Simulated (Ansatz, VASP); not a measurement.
**One calculation of BeTe, two programs**

```
Be Te
1.0
     0.00000    2.80279    2.80279
     2.80279    0.00000    2.80279
     2.80279    2.80279    0.00000
Be Te
1 1
Direct
  0.00000 0.00000 0.00000
  0.75000 0.75000 0.75000
```

Alike in both runs: functional PBEsol; k mesh 10 × 10 × 10; occupations fermi-dirac, width 0.05 eV; no spin polarisation.

Ansatz relaxed the structure, and its values are those at the end. VASP's run is a single point on that final structure, the one shown.

|  | VASP | Ansatz |
| --- | --- | --- |
| version | VASP 6.6.1 | Ansatz 0.2.0 |
| potentials or method | VASP PAW PBE potentials, release 64 (Be, Te) | PAW with Ansatz's default frozen-core files, scalar-relativistic |
| plane-wave cutoff (eV) | 600 | 420 |
| valence electrons in the cell | 8 | 18 |

|  | VASP | Ansatz | Ansatz less VASP |
| --- | --- | --- | --- |
| pressure (GPa) | 0.2 | 0.0 | -0.26 |

VASP's potentials were made for PBE, not for PBEsol. VASP's potentials hold 8 valence electrons a cell and Ansatz's 18, so a difference there can come from the potentials and not from the codes.

Neither program's run includes spin-orbit coupling.
